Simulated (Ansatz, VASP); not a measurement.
# Os: VASP beside Ansatz

```
CELL_PARAMETERS angstrom
0.00000 1.94500 1.94500
2.11519 0.00000 1.94500
2.11519 1.94500 0.00000
ATOMIC_POSITIONS crystal
Os 0.00000 0.00000 0.00000
```

Change from the starting cell: strain +0.0875 x Voigt [1, 0, 0, 0, 0, 0], atoms carried along.

Alike in both runs: task single point; functional r2SCAN; k mesh 20 × 20 × 20; occupations gaussian, width 0.15 eV; no spin polarisation.

```csv
,VASP,Ansatz
version,VASP 6.6.1,Ansatz 0.2.0
potentials or method,"VASP PAW PBE potentials, release 64 (Os), cutoff 520 eV","scalar-relativistic, plane waves, PAW"
valence electrons in the cell,8,16
```

|  | VASP | Ansatz | Ansatz less VASP |
| --- | --- | --- | --- |
| gap on the k mesh at the Fermi level (eV) | none | none | - |
| pressure (GPa) | -38.4 | -38.4 | -0.07 |
| traceless stress, the component that is largest in VASP (GPa) | -15.04 | -15.29 | -0.244 |

VASP's potentials were made for PBE, not for r2SCAN. A gap of «none» marks a metal or a gap that the smearing closes. Both programs put the cell under strong tension, so it lies far from rest at this level. VASP's potentials hold 8 valence electrons a cell and Ansatz's 16, so a difference there can come from the potentials and not from the codes.

Neither program's run includes spin-orbit coupling. Noted on VASP's run: the cell as given lies far from equilibrium.
